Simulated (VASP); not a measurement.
A run of VASP 6.6.1 is set up as follows.

File INCAR:

```
SYSTEM = SiC3
  ALGO = Normal
  EDIFF = 1E-7
  ENCUT = 520
  GGA = PE
  ISIF = 2
  ISMEAR = 0
  LASPH = .TRUE.
  LCHARG = .FALSE.
  LREAL = .FALSE.
  LWAVE = .FALSE.
  NBANDS = 16
  NELM = 100
  PREC = Accurate
  SIGMA = 0.1
```

The input KPOINTS:

```
k-points
0
G
  14 14 14
  0 0 0
```

The input POSCAR:

```
SiC3
1.0
    3.2021239026      0.0000000000      0.0000000000
    0.0000000000      3.2021239026      0.0000000000
    0.0000000000      0.0000000000      3.2021239026
Si C
1 3
Direct
    0.0000000000      0.0000000000      0.0000000000
    0.5000000000      0.0000000000      0.5000000000
    0.0000000000      0.5000000000      0.5000000000
    0.5000000000      0.5000000000      0.0000000000
```

Potentials or basis: VASP PAW PBE potentials, release 64 (Si, C).

Run with:

```sh
$ cat potpaw_PBE.64/Si/POTCAR potpaw_PBE.64/C/POTCAR > POTCAR
$ mpirun -np 1 vasp_std > vasp.out
```

**Question.** Estimate the band gap on the k mesh.

**Answer.** Zero (band 8 reaches 11.01 eV, above the bottom of band 9 at 7.60 eV).

**Question.** What does it give for the pressure?

**Answer.** 0.1 GPa.
